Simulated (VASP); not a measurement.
Runs of VASP 6.6.1 on C. The structure is that of space group Fmmm (No. 69), or close to it. The cells are those of the table. 

| task | level | potentials or basis | cell | cutoff (eV) | pressure (GPa) | relaxed volume (Å³/atom) | largest force (eV/Å) |
| --- | --- | --- | --- | --- | --- | --- | --- |
| single point | PBEsol+D3(BJ) | VASP PAW PBE potentials, release 64 (C) | a = 3.943, b = 3.540, c = 2.458 Å, angles 80.0, 62.1, 37.9°, 2 atoms | 520 | 0.7 | - | - |
| relaxation of cell and atoms | PBEsol+D3(BJ) | VASP PAW PBE potentials, release 64 (C) | relaxed from a = 3.967, b = 3.566, c = 2.456 Å, angles 80.1, 62.3, 37.6°, 2 atoms | 600 | -0.1 | 8.65 | 0.01 |
| relaxation of cell and atoms | PBEsol | VASP PAW PBE potentials, release 64 (C) | relaxed from a = 3.967, b = 3.566, c = 2.456 Å, angles 80.1, 62.3, 37.6°, 2 atoms | 600 | 0.0 | (a) | 0.01 |
| single point | LDA | VASP PAW LDA potentials, release 64 (C) | a = 3.968, b = 3.572, c = 2.444 Å, angles 80.1, 62.5, 37.4°, 2 atoms | 520 | 0.8 | - | - |
| relaxation of cell and atoms | LDA | VASP PAW LDA potentials, release 64 (C) | relaxed from a = 3.967, b = 3.566, c = 2.456 Å, angles 80.1, 62.3, 37.6°, 2 atoms | 600 | 0.0 | 8.59 | - |
| single point | PBEsol | VASP PAW PBE potentials, release 64 (C) | a = 4.219, b = 3.844, c = 2.459 Å, angles 80.8, 64.1, 35.1°, 2 atoms | 520 | (b) | - | - |

Alike in all rows: no spin polarisation; k mesh 15 × 15 × 15; smearing gaussian 0.05 eV.

Problem. Fill in the values left out.

Solution. (a) 9.37; (b) 0.6.

Caveats: the PAW data sets were made with another functional, which shifts forces and pressure a little (at least some runs); this functional lacks dispersion, which binds the layers, so the pressure and a relaxed spacing across them are unreliable (at least some runs).
